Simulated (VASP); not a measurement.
# In3Se (Pm-3m) in VASP: settings compared

The runs below take In3Se through relaxation of cell and atoms, with PBEsol+D4, PBEsol.

Program: VASP 6.6.1. These are calculated values, not measurements. Logs are shortened: lines on timing, memory, paths and dates and some standing lists are left out, and cuts for length are marked.

## 1. The cell of the first run

It takes space group Pm-3m (No. 221, cubic). Conventional cell: a = 4.804 Å, b = 4.804 Å, c = 4.804 Å, α = 90.00°, β = 90.00°, γ = 90.00°. In (site symmetry 4/mmm) has 8 In at 3.40 Å and 4 Se at 3.40 Å within 4.5 Å. Se (site symmetry m-3m) has 12 In at 3.40 Å within 4.5 Å.

## 2. Relaxation of cell and atoms, PBEsol+D4

File INCAR:

```
SYSTEM = In3Se
ALGO = Normal
EDIFF = 1E-6
EDIFFG = -0.01
ENCUT = 600
GGA = PS
IBRION = 2
ISIF = 3
ISMEAR = -1
IVDW = 13
LASPH = .True.
LCHARG = .False.
LREAL = .False.
LWAVE = .False.
NELM = 60
NSW = 60
PREC = Accurate
SIGMA = 0.05
```

File KPOINTS:

```
k-points
0
Gamma
  6 6 6
  0 0 0
```

File POSCAR:

```
In3Se
1.0
    4.8037580000      0.0000000000      0.0000000000
    0.0000000000      4.8037580000      0.0000000000
    0.0000000000      0.0000000000      4.8037580000
In Se
3 1
Direct
    0.5000000000      0.5000000000      0.0000000000
    0.5000000000      0.0000000000      0.5000000000
    0.0000000000      0.5000000000      0.5000000000
    0.0000000000      0.0000000000      0.0000000000
```

Potentials or basis: VASP PAW PBE potentials, release 64 (In_d, Se).

Command:

```sh
> cat potpaw_PBE.64/In_d/POTCAR potpaw_PBE.64/Se/POTCAR > POTCAR
> mpirun -np 1 vasp_std > vasp.out
```

OUTCAR:

```text
SYSTEM = In3Se
   EDIFF = 1E-6
   EDIFFG = -0.01
   ENCUT = 600
   GGA = PS
   IBRION = 2
   ISIF = 3
   ISMEAR = -1
   IVDW = 13
   LASPH = .True.
   LREAL = .False.
   NELM = 60
   NSW = 60
   PREC = Accurate

 ion  position               nearest neighbor table
   1  0.500  0.500  0.000-   2 3.40   3 3.40   4 3.40   2 3.40   3 3.40   2 3.40   4 3.40   2 3.40
                             3 3.40   4 3.40   3 3.40   4 3.40
   2  0.500  0.000  0.500-   1 3.40   3 3.40   4 3.40   1 3.40   4 3.40   1 3.40   3 3.40   1 3.40
                             3 3.40   4 3.40   4 3.40   3 3.40
   3  0.000  0.500  0.500-   1 3.40   2 3.40   4 3.40   1 3.40   4 3.40   2 3.40   4 3.40   4 3.40
                             1 3.40   2 3.40   1 3.40   2 3.40
   4  0.000  0.000  0.000-   1 3.40   2 3.40   3 3.40   2 3.40   3 3.40   1 3.40   3 3.40   3 3.40
                             1 3.40   2 3.40   2 3.40   1 3.40

  LATTYP: Found a simple cubic cell.
 ALAT       =     4.8037580000

  Lattice vectors:

 A1 = (   4.8037580000,   0.0000000000,   0.0000000000)
 A2 = (   0.0000000000,   4.8037580000,   0.0000000000)
 A3 = (   0.0000000000,   0.0000000000,   4.8037580000)

Analysis of symmetry for initial positions (statically):
=====================================================================
 Subroutine PRICEL returns:
 Original cell was already a primitive cell.

 Routine SETGRP: Setting up the symmetry group for a
 simple cubic supercell.

 Subroutine GETGRP returns: Found 48 space group operations
 (whereof 48 operations were pure point group operations)
 out of a pool of 48 trial point group operations.

The static configuration has the point symmetry O_h .

Analysis of symmetry for dynamics (positions and initial velocities):
=====================================================================
 Subroutine PRICEL returns:
 Original cell was already a primitive cell.

 Routine SETGRP: Setting up the symmetry group for a
 simple cubic supercell.

 Subroutine GETGRP returns: Found 48 space group operations
 (whereof 48 operations were pure point group operations)
 out of a pool of 48 trial point group operations.

The dynamic configuration has the point symmetry O_h .

 Subroutine INISYM returns: Found 48 space group operations
 (whereof 48 operations are pure point group operations),
 and found     1 'primitive' translations

----------------------------------------------------------------------------------------

                                     Primitive cell

  volume of cell :     110.8520

  direct lattice vectors                    reciprocal lattice vectors
     4.803758000  0.000000000  0.000000000     0.208170353  0.000000000  0.000000000
     0.000000000  4.803758000  0.000000000     0.000000000  0.208170353  0.000000000
     0.000000000  0.000000000  4.803758000     0.000000000  0.000000000  0.208170353

  length of vectors
     4.803758000  4.803758000  4.803758000     0.208170353  0.208170353  0.208170353

  position of ions in fractional coordinates (direct lattice)
     0.500000000  0.500000000  0.000000000
     0.500000000  0.000000000  0.500000000
     0.000000000  0.500000000  0.500000000
     0.000000000  0.000000000  0.000000000

  ion indices of the primitive-cell ions
   primitive index   ion index
                 1           1
                 2           2
                 3           3
                 4           4

----------------------------------------------------------------------------------------

 KPOINTS: k-points

Automatic generation of k-mesh.
 Grid dimensions read from file:
 generate k-points for:    6    6    6

 Generating k-lattice:

  Cartesian coordinates                     Fractional coordinates (reciprocal lattice)
     0.034695059  0.000000000  0.000000000     0.166666667  0.000000000  0.000000000
     0.000000000  0.034695059  0.000000000     0.000000000  0.166666667  0.000000000
     0.000000000  0.000000000  0.034695059     0.000000000  0.000000000  0.166666667

  Length of vectors
     0.034695059  0.034695059  0.034695059

  Shift w.r.t. Gamma in fractional coordinates (k-lattice)
     0.000000000  0.000000000  0.000000000

 Subroutine IBZKPT returns following result:
 ===========================================

 Found     20 irreducible k-points:

 Following reciprocal coordinates:
            Coordinates               Weight
  0.000000  0.000000  0.000000      1.000000
  0.166667  0.000000  0.000000      6.000000
  0.333333  0.000000  0.000000      6.000000
  0.500000  0.000000  0.000000      3.000000
  0.166667  0.166667  0.000000     12.000000
  0.333333  0.166667  0.000000     24.000000
[... 12 lines left out ...]
  0.500000  0.500000  0.333333      6.000000
  0.500000  0.500000  0.500000      1.000000
   k-points           NKPTS =     20   k-points in BZ     NKDIM =     20   number of bands    NBANDS=     27
   number of dos      NEDOS =    301   number of ions     NIONS =      4
   total plane-waves  NPLWV =  64000
   dimension x,y,z NGX =    40 NGY =   40 NGZ =   40
   dimension x,y,z NGXF=    80 NGYF=   80 NGZF=   80
   ions per type =               3   1
   NGX,Y,Z   is equivalent  to a cutoff of  13.84, 13.84, 13.84 a.u.
   NGXF,Y,Z  is equivalent  to a cutoff of  27.69, 27.69, 27.69 a.u.
 SYSTEM =  In3Se
   PREC   = accura    normal or accurate (medium, high low for compatibility)
   ISTART =      0    job   : 0-new  1-cont  2-samecut
   ICHARG =      2    charge: 1-file 2-atom 10-const
   ISPIN  =      1    spin polarized calculation?
   LNONCOLLINEAR =      F non collinear calculations
   LSORBIT =      F    spin-orbit coupling
   LASPH  =      T    aspherical Exc in radial PAW
   ENCUT  =  600.0 eV  44.10 Ry    6.64 a.u.   9.59  9.59  9.59*2*pi/ulx,y,z
   NELM   =     60;   NELMIN=  2; NELMDL= -5     # of ELM steps
   EDIFF  = 0.1E-05   stopping-criterion for ELM
   LREAL  =      F    real-space projection
   EDIFFG = -.1E-01   stopping-criterion for IOM
   NSW    =     60    number of steps for IOM
   IBRION =      2    ionic relax: 0-MD 1-quasi-New 2-CG
   NFREE  =      1    steps in history (QN), initial steepest desc. (CG)
   ISIF   =      3    stress and relaxation
   ISYM   =      2    0-nonsym 1-usesym 2-fastsym
   POTIM  = 0.5000    time-step for ionic-motion
   TEBEG  =    0.0;   TEEND  =   0.0 temperature during run
   PSTRESS=    0.0 pullay stress
   NELECT =      45.0000    total number of electrons
   NUPDOWN=      -1.0000    fix difference up-down
   EMIN   =  10.00;   EMAX   =-10.00  energy-range for DOS
   EFERMI =   0.00;   METHOD = LEGACY
   ISMEAR =    -1;   SIGMA  =   0.05  broadening in eV -4-tet -1-fermi 0-gaus
   EFERMI_NEDOS =   21; number of points for ismear=-14 and -15
   IALGO  =     38    algorithm
   IMIX   =      4    mixing-type and parameters
     AMIX     =   0.40;   BMIX     =  1.00
     AMIX_MAG =   1.60;   BMIX_MAG =  1.00
  volume/ion in A,a.u.               =      27.71       187.02
  Fermi-wavevector in a.u.,A,eV,Ry     =   1.212173  2.290675 19.991897  1.469363
  Thomas-Fermi vector in A             =   2.347665
   LORBIT       =      0    0 simple, 1 ext, 2 COOP (PROOUT), +10 PAW based schemes
   GGA     = PS    functional components
   LHFCALC =     F    Hartree Fock is set to
   AEXX    =    0.0000 exact exchange contribution
   IVDW    =    13    specifies the selected vdW correction
   LEPSILON=     F    determine dielectric tensor
   LRPA    =     F    only Hartree local field effects (RPA)
 conjugate gradient relaxation of ions
 non-spin polarized calculation
  energy-cutoff  :      600.00
  volume of cell :      110.85
 maximum number of plane-waves:      3755
 NGX is ok and might be reduce to    40
   NGX = 19   NGY = 19   NGZ = 19

--------------------------------------- Ionic step        1  -------------------------------------------

 number of electron      44.9999999 magnetization

 Free energy of the ion-electron system (eV)
  ---------------------------------------------------
  ext. energy  EPLUGINS =         0.00000000
  ---------------------------------------------------
  free energy    TOTEN  =       -13.15974225 eV

  energy without entropy =      -13.14727168  energy(sigma->0) =      -13.15350697

 E-fermi :   5.8624     XC(G=0):  -9.8996

 val. band max:        5.6858472289   @ k =   0.5000   0.0000   0.0000
 cond. band min:       5.9081364401   @ k =   0.5000   0.1667   0.0000
 fundamental gap:      0.2222892112
 Fermi energy:         5.8624467651

 k-point     1 :       0.0000    0.0000    0.0000
  band No.  band energies     occupation
      1      -8.8958      2.00000
      2      -8.8901      2.00000
      3      -8.8901      2.00000
      4      -8.8901      2.00000
      5      -8.7705      2.00000
      6      -8.7705      2.00000
[... 19 lines left out ...]
     26       9.9558      0.00000
     27       9.9558      0.00000
[... 636 lines left out ...]
 POSITION                                       TOTAL-FORCE (eV/Angst)
 -----------------------------------------------------------------------------------
      2.32019      2.32019      0.00000        -0.000000     -0.000000      0.000000
      2.32019     -0.00000      2.32019        -0.000000      0.000000      0.000000
     -0.00000      2.32019      2.32019         0.000000      0.000000      0.000000
      0.00000      0.00000      0.00000        -0.000000     -0.000000      0.000000
 -----------------------------------------------------------------------------------
    total drift:                               -0.000000     -0.000000     -0.000000

  FREE ENERGIE OF THE ION-ELECTRON SYSTEM (eV)
  ---------------------------------------------------
  free  energy   TOTEN  =       -14.1204739913 eV

  energy  without entropy=      -14.1117149652  energy(sigma->0) =      -14.11609448

--------------------------------------- Ionic step        3  -------------------------------------------

 number of electron      44.9999993 magnetization

 Free energy of the ion-electron system (eV)
  ---------------------------------------------------
  ext. energy  EPLUGINS =         0.00000000
  ---------------------------------------------------
  free energy    TOTEN  =       -13.23543903 eV

  energy without entropy =      -13.22673994  energy(sigma->0) =      -13.23108949

 E-fermi :   7.0292     XC(G=0): -10.4241

 val. band max:        6.9739364432   @ k =   0.5000   0.1667   0.0000
 cond. band min:       7.1222533158   @ k =   0.1667   0.1667   0.0000
 fundamental gap:      0.1483168726
 Fermi energy:         7.0291954652

 k-point     1 :       0.0000    0.0000    0.0000
  band No.  band energies     occupation
      1      -7.8455      2.00000
      2      -7.8020      2.00000
      3      -7.8020      2.00000
      4      -7.8020      2.00000
      5      -7.6461      2.00000
      6      -7.6461      2.00000
[... 19 lines left out ...]
     26      11.4384      0.00000
     27      11.4384      0.00000
[... 594 lines left out ...]
 POSITION                                       TOTAL-FORCE (eV/Angst)
 -----------------------------------------------------------------------------------
      2.31367      2.31367      0.00000        -0.000000     -0.000000      0.000000
      2.31367     -0.00000      2.31367        -0.000000      0.000000      0.000000
     -0.00000      2.31367      2.31367         0.000000      0.000000      0.000000
      0.00000      0.00000      0.00000        -0.000000     -0.000000      0.000000
 -----------------------------------------------------------------------------------
    total drift:                               -0.000000     -0.000000     -0.000000

  FREE ENERGIE OF THE ION-ELECTRON SYSTEM (eV)
  ---------------------------------------------------
  free  energy   TOTEN  =       -14.1216917638 eV

  energy  without entropy=      -14.1129926719  energy(sigma->0) =      -14.11734222

 reached required accuracy - stopping structural energy minimisation
```

Wall time 57 s (1 thread of Intel Xeon 6975P-C (Granite Rapids), shared host); peak memory 0.29 GiB.

Results:

- Free energy: -14.1217 eV
- Relaxed volume: 24.77 Å³/atom
- Relaxed cell: a = 4.627 Å, b = 4.627 Å, c = 4.627 Å, α = 90.00°, β = 90.00°, γ = 90.00°
- Space group after relaxing (to 0.1 Å): Pm-3m (No. 221)
- Energy gained by relaxing: 42.3 meV/atom
- Ionic steps: 3
- Pressure after relaxing: 0.0 GPa
- Band gap on the k mesh: zero (an odd number of electrons rules out a gap without spin polarisation)
- Dispersion energy per atom: -0.222 eV

The path:
```
step  energy change (eV)  largest force (eV/Å)  pressure (GPa)  volume (Å³)
   1              0.0000                0.0000           -4.08       110.85
   2             -0.1679                0.0000           -0.42        99.92
   3             -0.1691                0.0000           -0.04        99.08
```

Final structure:
```cif
data_structure
_symmetry_space_group_name_H-M 'P 1'
_symmetry_Int_Tables_number 1
_cell_length_a 4.6273
_cell_length_b 4.6273
_cell_length_c 4.6273
_cell_angle_alpha 90.000
_cell_angle_beta 90.000
_cell_angle_gamma 90.000
_cell_volume 99.08
loop_
_atom_site_label
_atom_site_type_symbol
_atom_site_fract_x
_atom_site_fract_y
_atom_site_fract_z
_atom_site_occupancy
In1 In 0.50000 0.50000 0.00000 1
In2 In 0.50000 0.00000 0.50000 1
In3 In 0.00000 0.50000 0.50000 1
Se1 Se 0.00000 0.00000 0.00000 1
```

Levels at points of the mesh, in eV from the Fermi level:
```
           k point  band 20  band 21  band 22  band 23  band 24  band 25  band 26  band 27
(0.00, 0.00, 0.00)    -3.77    -2.08    -2.08     1.17     1.17     1.17     4.41     4.41
(0.50, 0.00, 0.00)    -2.81    -1.34    -1.15    -0.30    -0.30     1.18     4.06     4.08
(0.50, 0.50, 0.00)    -2.22    -1.06    -0.57    -0.57     1.62     1.70     1.70     1.96
(0.50, 0.50, 0.50)    -4.46    -4.46    -4.46    -3.67     3.35     3.35     3.35     8.62
```

Caveat: the PAW data sets were made with another functional, which shifts forces and pressure a little; spin-orbit coupling is left out, which moves the levels of the heavy elements.

## 3. Relaxation of cell and atoms, PBEsol, target pressure 20 GPa, at which the enthalpy is minimised

File INCAR:

```
ALGO = Normal
EDIFF = 1E-6
EDIFFG = -0.01
ENCUT = 600
GGA = PS
IBRION = 2
ISIF = 3
ISMEAR = -1
LASPH = T
LCHARG = F
LREAL = F
LWAVE = F
NELM = 100
NSW = 60
PREC = Accurate
PSTRESS = 200.0
SIGMA = 0.05
```

File KPOINTS:

```
k-points
0
Gamma
  6 6 6
```

POSCAR is that of step 2.

Potentials or basis: VASP PAW PBE potentials, release 64 (In_d, Se).

Command:

```sh
> cat potpaw_PBE.64/In_d/POTCAR potpaw_PBE.64/Se/POTCAR > POTCAR
> mpirun -np 1 vasp_std > vasp.out
```

OUTCAR:

```text
EDIFF = 1E-6
   EDIFFG = -0.01
   ENCUT = 600
   GGA = PS
   IBRION = 2
   ISIF = 3
   ISMEAR = -1
   LASPH = T
   LREAL = F
   NELM = 100
   NSW = 60
   PREC = Accurate
   PSTRESS = 200.0

 ion  position               nearest neighbor table
   1  0.500  0.500  0.000-   2 3.40   3 3.40   4 3.40   2 3.40   3 3.40   2 3.40   4 3.40   2 3.40
                             3 3.40   4 3.40   3 3.40   4 3.40
   2  0.500  0.000  0.500-   1 3.40   3 3.40   4 3.40   1 3.40   4 3.40   1 3.40   3 3.40   1 3.40
                             3 3.40   4 3.40   4 3.40   3 3.40
   3  0.000  0.500  0.500-   1 3.40   2 3.40   4 3.40   1 3.40   4 3.40   2 3.40   4 3.40   4 3.40
                             1 3.40   2 3.40   1 3.40   2 3.40
   4  0.000  0.000  0.000-   1 3.40   2 3.40   3 3.40   2 3.40   3 3.40   1 3.40   3 3.40   3 3.40
                             1 3.40   2 3.40   2 3.40   1 3.40

  LATTYP: Found a simple cubic cell.
 ALAT       =     4.8037580000

  Lattice vectors:

 A1 = (   4.8037580000,   0.0000000000,   0.0000000000)
 A2 = (   0.0000000000,   4.8037580000,   0.0000000000)
[... 167 lines left out ...]

 number of electron      44.9999999 magnetization

 Free energy of the ion-electron system (eV)
  ---------------------------------------------------
  ext. energy  EPLUGINS =         0.00000000
  ---------------------------------------------------
  free energy    TOTEN  =       -13.15974225 eV

  energy without entropy =      -13.14727168  energy(sigma->0) =      -13.15350697

 E-fermi :   5.8624     XC(G=0):  -9.8996

 val. band max:        5.6858472289   @ k =   0.5000   0.0000   0.0000
 cond. band min:       5.9081364401   @ k =   0.5000   0.1667   0.0000
 fundamental gap:      0.2222892112
 Fermi energy:         5.8624467651
[... 1444 lines left out ...]
--------------------------------------- Ionic step        7  -------------------------------------------

 number of electron      45.0000008 magnetization

 Free energy of the ion-electron system (eV)
  ---------------------------------------------------
  ext. energy  EPLUGINS =         0.00000000
  ---------------------------------------------------
  free energy    TOTEN  =       -12.14291203 eV

  energy without entropy =      -12.12653219  energy(sigma->0) =      -12.13472211

 E-fermi :   9.8813     XC(G=0): -11.5127

 val. band max:        9.8239760279   @ k =   0.3333   0.0000   0.0000
 cond. band min:       9.9091749027   @ k =   0.3333   0.1667   0.1667
 fundamental gap:      0.0851988748
 Fermi energy:         9.8812862083
[... 633 lines left out ...]
  energy  without entropy=      -12.1265321861  energy(sigma->0) =      -12.13472211

  enthalpy is  TOTEN    =        -2.2177769779 eV   P V=        9.9251350552

 reached required accuracy - stopping structural energy minimisation
```

OSZICAR:

```text
N       E                     dE             d eps       ncg     rms          rms(c)
DAV:   1     0.407813883855E+03    0.40781E+03   -0.23467E+04  1080   0.227E+03
[... 65 lines left out ...]
DAV:   7    -0.121529106476E+02    0.14454E-06   -0.25820E-07   555   0.559E-03
   6 F= -.22177428E+01 E0= -.22095537E+01  d E =-.138664E-04
       N       E                     dE             d eps       ncg     rms          rms(c)
DAV:   1    -0.121433930836E+02    0.95177E-02   -0.12818E-02  1371   0.195E+00    0.139E-01
DAV:   2    -0.121429718810E+02    0.42120E-03   -0.98911E-04  1394   0.611E-01    0.472E-02
DAV:   3    -0.121429116660E+02    0.60215E-04   -0.22090E-04  1508   0.264E-01    0.168E-02
DAV:   4    -0.121429120331E+02   -0.36718E-06   -0.92497E-06  1089   0.255E-02
   7 F= -.22177770E+01 E0= -.22095871E+01  d E =-.480876E-04
```

Wall time 5.9 min (1 thread of Intel Xeon Platinum 8488C (Sapphire Rapids), shared host); peak memory 0.29 GiB.

What came out:

* Free energy: -12.1429 eV
* Relaxed volume: 19.88 Å³/atom
* Relaxed cell: a = 4.300 Å, b = 4.300 Å, c = 4.300 Å, α = 90.00°, β = 90.00°, γ = 90.00°
* Space group after relaxing (to 0.1 Å): Pm-3m (No. 221)
* Energy change on relaxing (the run minimises the enthalpy): +254.2 meV/atom
* Ionic steps: 7
* Pressure after relaxing: 20.0 GPa
* Band gap on the k mesh: zero (an odd number of electrons rules out a gap without spin polarisation)

The path:
```csv
step,energy change (eV),largest force (eV/Å),pressure (GPa),volume (Å³)
1,0.0000,0.0000,-2.93,110.85
2,7.2227,0.0000,92.06,58.61
3,0.8395,0.0000,17.66,81.02
4,0.9619,0.0000,19.25,79.96
5,1.0296,0.0000,20.14,79.41
6,1.0068,0.0000,19.87,79.59
7,1.0168,0.0000,20.00,79.51
```

Final structure:
```yaml
crystal:
  lattice:
    - [4.30004, 0.00000, 0.00000]
    - [0.00000, 4.30004, 0.00000]
    - [0.00000, 0.00000, 4.30004]
  atoms:
    - { symbol: In, position: [0.50000, 0.50000, 0.00000] }
    - { symbol: In, position: [0.50000, 0.00000, 0.50000] }
    - { symbol: In, position: [0.00000, 0.50000, 0.50000] }
    - { symbol: Se, position: [0.00000, 0.00000, 0.00000] }
```

Levels at points of the mesh, in eV from the Fermi level:
| k point | band 20 | band 21 | band 22 | band 23 | band 24 | band 25 | band 26 | band 27 |
| --- | --- | --- | --- | --- | --- | --- | --- | --- |
| (0.00, 0.00, 0.00) | -4.92 | -1.81 | -1.81 | 1.28 | 1.28 | 1.28 | 4.91 | 4.91 |
| (0.50, 0.00, 0.00) | -3.59 | -1.34 | -0.74 | -0.74 | -0.57 | 0.73 | 4.82 | 4.82 |
| (0.50, 0.50, 0.00) | -2.77 | -1.42 | -0.18 | -0.18 | 1.55 | 1.55 | 2.14 | 2.22 |
| (0.50, 0.50, 0.50) | -4.74 | -4.70 | -4.70 | -4.70 | 4.19 | 4.19 | 4.19 | 10.45 |

Caveat: the cell is relaxed towards a set pressure, so the run minimises the enthalpy, not the energy; the volume moved by over 15 % at a fixed basis, so the end points are rough; the PAW data sets were made with another functional, which shifts forces and pressure a little; spin-orbit coupling is left out, which moves the levels of the heavy elements.
